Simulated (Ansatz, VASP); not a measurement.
## Lu2Si3P in VASP and in Ansatz

```
Lu Si P
1.0
     5.39279    0.00000    0.00000
     0.00000    5.39279    0.00000
     0.00000    0.00000    6.72882
Lu Si P
2 3 1
Direct
  0.00000 0.50000 0.50000
  0.50000 0.00000 0.50000
  0.00000 0.00000 0.16591
  0.00000 0.00000 0.83409
  0.00000 0.00000 0.50000
  0.50000 0.50000 0.50000
```

Alike in both runs: functional PBE; k mesh 8 × 8 × 6; occupations gaussian, width 0.1 eV; no spin polarisation.

Ansatz relaxed the structure, and its values are those at the end. VASP's run is a single point on that final structure, the one shown.

|  | VASP | Ansatz |
| --- | --- | --- |
| version | VASP 6.6.1 | Ansatz 0.2.0 |
| potentials or method | VASP PAW PBE potentials, release 64 (Lu, Si, P), cutoff 520 eV | scalar-relativistic, plane waves, PAW |
| valence electrons in the cell | 67 | 67 |

|  | VASP | Ansatz | Ansatz less VASP |
| --- | --- | --- | --- |
| gap on the k mesh at the Fermi level (eV) | none | none | - |
| pressure (GPa) | 0.1 | 0.0 | -0.08 |
| rms of the force components (eV/Å) | 0.001 | 0.003 | +0.0021 |

A gap of «none» marks a metal or a gap that the smearing closes. With one functional, cell and mesh, what is left measures potentials, basis and numerics.

Neither program's run includes spin-orbit coupling.
